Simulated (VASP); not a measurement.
Write the native input for VASP 6.6.1 that does the following.

- Task: relaxation of cell and atoms
- Functional: PBE
- Potentials or basis: VASP PAW PBE potentials, release 64 (Mg, O)
- Cutoff: 600 eV
- k mesh: 6 × 6 × 4
- Occupations: gaussian, width 0.1 eV
- Spin: no spin polarisation
- Dipole correction: no
- Further INCAR settings: ALGO = Normal; EDIFF = 1e-07; IBRION = 2; EDIFFG = -0.04; NSW = 90; ISIF = 3

The structure of Mg5O lies in POSCAR:

```
Mg5O
1.0
    4.5727278000      0.0000000000      0.0000000000
   -2.2863639000      3.9600984400      0.0000000000
    0.0000000000      0.0000000000      4.9087831600
Mg O
5 1
Direct
    0.0000000000      0.3317663100      0.0000000000
    0.6682336900      0.6682336900      0.0000000000
    0.3317663100      0.0000000000      0.0000000000
    0.6666666700      0.3333333300      0.5000000000
    0.3333333300      0.6666666700      0.5000000000
    0.0000000000      0.0000000000      0.5000000000
```

The cell was generated, and may not be a known phase.

One way to write it, as run:

INCAR

```
SYSTEM = Mg5O
PREC = Accurate
ENCUT = 600
EDIFF = 1E-7
ISMEAR = 0
SIGMA = 0.1
LREAL = .False.
LASPH = .True.
NELM = 60
ALGO = Normal
ISIF = 3
LWAVE = .False.
LCHARG = .False.
GGA = PE
IBRION = 2
NSW = 90
EDIFFG = -0.04
```

KPOINTS

```
Automatic mesh
0
Gamma
  6 6 4
  0 0 0
```

Potentials or basis: VASP PAW PBE potentials, release 64 (Mg, O).

Run with:

```sh
$ cat potpaw_PBE.64/Mg/POTCAR potpaw_PBE.64/O/POTCAR > POTCAR
$ mpirun -np 1 vasp_std > vasp.out
```

Results of the run:

```json
{
 "Relaxed volume": "19.17 Å³/atom",
 "Relaxed cell": "a = 6.662 Å, b = 6.662 Å, c = 2.992 Å, α = 90.00°, β = 90.00°, γ = 120.00°",
 "Space group after relaxing (to 0.1 Å)": "P-62m (No. 189)",
 "Pressure after relaxing": "0.1 GPa",
 "Band gap on the k mesh": "zero (bands 8 and 9 overlap by 2.00 eV)"
}
```

Caveat: the volume moved by over 15 % at a fixed basis, so the end points are rough.

Wall time 22 min on 1 thread of Intel Xeon 8259CL, with other jobs on the host, peak memory 0.27 GiB.
